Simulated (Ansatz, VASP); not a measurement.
Given: the input of a run of Ansatz 0.2.0 on CoO.

Contents of input.yaml:

```yaml
crystal:
  lattice:
    - [2.8752156702, 0.0, 0.0]
    - [-1.4376078301, 2.4900098078, 0.0]
    - [0.0, 0.0, 2.8060680384]
  atoms:
    - { symbol: Co, position: [0.0, 0.0, 0.0], spin: 2.0 }
    - { symbol: O, position: [0.6666666667, 0.3333333333, 0.5] }
hamiltonian:
  xc: pbe
  pseudopotentials: { kind: paw }
magnetization:
  spin_polarized: true
kpoints:
  mp_grid: { grid: [11, 11, 10] }
scf:
  occupations: { method: fermi_dirac, width: 0.05 }
output:
  forces: true
  stress: true
  eigenvalues: true
```

Potentials or basis: Ansatz PAW.

Launch:

```sh
$ ansatz run input.yaml --threads 2 --pin off --max-ram 5120MiB --backend cpu --events-out ev --progress --plain --runs-dir out
```

Task: Translate it to VASP 6.6.1. Potentials there: VASP PAW PBE potentials, release 64 (Co_sv, O_h).

Result: As run (the cutoff follows the program's own potentials):

INCAR

```
SYSTEM = CoO
ALGO = Normal ; EDIFF = 1E-6
ENCUT = 1340 ; GGA = PE
GGA_COMPAT = .FALSE. ; ISIF = 2
ISMEAR = -1 ; ISPIN = 2
LASPH = .TRUE. ; LCHARG = .FALSE.
LMAXMIX = 4 ; LORBIT = 11
LREAL = .FALSE. ; LWAVE = .FALSE.
MAGMOM = 2 0 ; NBANDS = 22
NELM = 200 ; PREC = Accurate
SIGMA = 0.05
```

Contents of KPOINTS:

```
k-points
0
G
  11 11 10
  0 0 0
```

Contents of POSCAR:

```
CoO
1.0
    2.8752156702      0.0000000000      0.0000000000
   -1.4376078301      2.4900098078      0.0000000000
    0.0000000000      0.0000000000      2.8060680384
Co O
1 1
Direct
    0.0000000000      0.0000000000      0.0000000000
    0.6666666667      0.3333333333      0.5000000000
```

Potentials or basis: VASP PAW PBE potentials, release 64 (Co_sv, O_h).

Launch:

```sh
$ cat potpaw_PBE.64/Co_sv/POTCAR potpaw_PBE.64/O_h/POTCAR > POTCAR
$ mpirun -np 1 vasp_std > vasp.out
```

Both were run:

|  | VASP | Ansatz | Ansatz less VASP |
| --- | --- | --- | --- |
| gap on the k mesh at the Fermi level (eV) | none | none | - |
| pressure (GPa) | -11.6 | -10.6 | +0.94 |
| traceless stress, the component that is largest in VASP (GPa) | -3.51 | -3.43 | +0.074 |
| net moment per atom (μB) | 1.50 | 1.50 | 0.000 |
| size of the moment on the site where the two differ most (μB) | 0.29 | 0.41 | +0.118 |

Site moments also hang on the region over which each program counts them. A gap of «none» marks a metal or a gap that the smearing closes. The functional is the same, so the differences come from potentials, cutoffs and numerics.
